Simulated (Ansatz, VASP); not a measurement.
**Two plane-wave programs on ZnRe**

Contents of INCAR:

```
ALGO = Normal ; EDIFF = 1E-6
ENCUT = 520 ; GGA = PS
ISIF = 2 ; ISMEAR = 0
LASPH = T ; LCHARG = T
LELF = T ; LREAL = F
LVHAR = T ; LWAVE = F
NBANDS = 16 ; NELM = 100
PREC = Accurate ; SIGMA = 0.15
```

File KPOINTS:

```
k-points
0
Gamma
  21 21 10
```

File POSCAR:

```
ZnRe
1.0
    2.7482183437      0.0000000000      0.0000000000
   -1.3741091718      2.3800269008      0.0000000000
    0.0000000000      0.0000000000      4.4940660000
Zn Re
1 1
Direct
    0.0000000000      0.0000000000      0.0000000000
    0.4061077548      0.7394410881      0.5000000000
```

Input for Ansatz:

```yaml
crystal:
  lattice:
    - [2.7482183437, 0.0, 0.0]
    - [-1.3741091718, 2.3800269008, 0.0]
    - [0.0, 0.0, 4.494066]
  atoms:
    - { symbol: Zn, position: [0.0, 0.0, 0.0] }
    - { symbol: Re, position: [0.4061077548, 0.7394410881, 0.5] }
basis:
  ecutwfc: 420
kpoints:
  mp_grid: { grid: [21, 21, 10] }
hamiltonian:
  xc: pbesol
scf:
  occupations: { method: gaussian, width: 0.15 }
output:
  forces: true
  stress: true
  eigenvalues: true
```

Change from the starting cell: all Re atoms moved -0.200 Å, as atom 2 towards its neighbour atom 2 (Re) at 2.748 Å.

Alike in both runs: task single point; functional PBEsol; k mesh 21 × 21 × 10; occupations gaussian, width 0.15 eV; no spin polarisation.

|  | VASP | Ansatz |
| --- | --- | --- |
| version | VASP 6.6.1 | Ansatz 0.2.0 |
| potentials or method | VASP PAW PBE potentials, release 64 (Zn, Re), cutoff 520 eV | scalar-relativistic, plane waves, PAW |
| valence electrons in the cell | 19 | 27 |

```csv
,VASP,Ansatz,Ansatz less VASP
gap on the k mesh at the Fermi level (eV),none,none,-
pressure (GPa),-8.5,-8.6,-0.13
"traceless stress, the component that is largest in VASP (GPa)",-1.70,-1.53,+0.168
rms of the force components (eV/Å),0.199,0.197,-0.0010
```

VASP's potentials were made for PBE, not for PBEsol. Atom by atom the forces differ by 0.001 eV/Å (rms over components). A gap of «none» marks a metal or a gap that the smearing closes. The functional is the same, so the differences come from potentials, cutoffs and numerics. VASP's potentials hold 19 valence electrons a cell and Ansatz's 27, so a difference there can come from the potentials and not from the codes.

Neither program's run includes spin-orbit coupling.
